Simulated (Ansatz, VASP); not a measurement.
## Two plane-wave programs on Si2C

```
Si C
1.0
     2.59376    0.00000    0.00000
    -1.29688    2.24626    0.00000
     0.00000    0.00000    6.29299
Si C
2 1
Cartesian
  0.0000 0.0000 1.8600
  0.0000 0.0000 4.4330
  0.0000 0.0000 0.0000
```

Alike in both runs: functional PBE; k mesh 6 × 6 × 4; occupations gaussian, width 0.1 eV; no spin polarisation.

Ansatz relaxed the structure, and its values are those at the end. VASP's run is a single point on that final structure, the one shown.

|  | VASP | Ansatz |
| --- | --- | --- |
| version | VASP 6.6.1 | Ansatz 0.2.0 |
| potentials or method | VASP PAW PBE potentials, release 64 (Si, C), cutoff 520 eV | scalar-relativistic, plane waves, PAW |
| valence electrons in the cell | 12 | 12 |

```csv
,VASP,Ansatz,Ansatz less VASP
gap on the k mesh at the Fermi level (eV),none,none,-
pressure (GPa),-0.1,-0.1,+0.06
rms of the force components (eV/Å),0.004,0.002,-0.0017
```

A gap of «none» marks a metal or a gap that the smearing closes. With one functional, cell and mesh, what is left measures potentials, basis and numerics.

The k mesh is coarse, so the values compare programs but aren't converged.
